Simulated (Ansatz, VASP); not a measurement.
# Two plane-wave programs on SnO2

```
Sn O
1.0
     4.80035    0.00000    0.00000
     0.00000    4.80035    0.00000
     0.00000    0.00000    3.22843
Sn O
2 4
Direct
  0.00000 0.00000 0.00000
  0.50000 0.50000 0.50000
  0.30627 0.30627 0.00000
  0.19373 0.80627 0.50000
  0.69373 0.69373 0.00000
  0.80627 0.19373 0.50000
```

Change from the starting cell: volume scaled by 1.04, ions relaxed.

Alike in both runs: functional PBE; k mesh 7 × 7 × 9; occupations fermi-dirac, width 0.02 eV; no spin polarisation.

Ansatz relaxed the structure, and its values are those at the end. VASP's run is a single point on that final structure, the one shown.

|  | VASP | Ansatz |
| --- | --- | --- |
| version | VASP 6.6.1 | Ansatz 0.2.0 |
| potentials or method | VASP PAW PBE potentials, release 64 (Sn_d, O) | plane-wave PAW, scalar-relativistic |
| plane-wave cutoff (eV) | 600 | 420 |
| valence electrons in the cell | 52 | 52 |

Ansatz gave:

* gap on the k mesh at the Fermi level (eV): 0.82
* pressure (GPa): 2.5
* rms of the force components (eV/Å): 0.000

Question: Which values does VASP return?

Answer: gap on the k mesh at the Fermi level (eV): 0.81; pressure (GPa): 3.0; rms of the force components (eV/Å): 0.007.

Ansatz's warnings: stress scf threshold loose.
